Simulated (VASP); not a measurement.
# As: single point with PBE

Crystal: As.

```xyz
8
Lattice="7.7866 0.0000 0.0000 -3.8933 6.7434 0.0000 0.0000 0.0000 3.9640" Properties=species:S:1:pos:R:3 pbc="T T T"
As    5.6008    1.2619    1.9820
As    3.8933    4.2195    1.9820
As    2.1857    1.2619    1.9820
As   -1.7076    5.4814    1.9820
As    0.0000    2.5238    1.9820
As    1.7076    5.4814    1.9820
As    0.0000    4.4956    0.0000
As    3.8933    2.2478    0.0000
```

| Item | Value |
| --- | --- |
| Program | VASP 6.6.1 |
| Task | single point |
| Functional | PBE |
| Potentials or basis | VASP PAW PBE potentials, release 64 (As) |
| Cutoff | 520 eV |
| k mesh | 6 × 6 × 10 |
| Occupations | gaussian, width 0.1 eV |
| Spin | no spin polarisation |

```yaml
Pressure: 0.1 GPa
Largest_force: 0.027 eV/Å
Band_gap_on_the_k_mesh: zero (band 20 reaches 4.35 eV, above the bottom of band 21 at 3.69 eV)
```

Forces in eV/Å, atoms in the order of the input:
```
As  -0.024  0.014  0.000
As   0.000 -0.027  0.000
As   0.024  0.014  0.000
As   0.024 -0.014  0.000
As   0.000  0.027  0.000
As  -0.024 -0.014  0.000
As   0.000  0.000  0.000
As   0.000  0.000  0.000
```

Levels at points of the mesh, in eV from the Fermi level:
```
           k point  band 16  band 17  band 18  band 19  band 20  band 21  band 22  band 23  band 24  band 25
(0.00, 0.00, 0.00)    -2.65    -2.02    -2.02    -0.93    -0.93     0.26     0.26     1.14     1.44     1.44
(0.50, 0.00, 0.00)    -2.45    -1.42    -1.07    -0.94     0.53     0.57     0.61     0.79     0.81     1.14
(0.00, 0.00, 0.50)    -2.20    -2.20    -2.04    -2.04    -1.67     0.38     0.38     0.94     0.94     1.71
(0.50, 0.00, 0.50)    -3.40    -2.36    -1.61    -1.36    -0.22     0.00     0.14     0.60     0.81     2.25
```

Wall time 3.5 min on 1 thread of Intel(R) Xeon(R) 6975P-C (Granite Rapids) (shared host), peak memory 0.41 GiB.
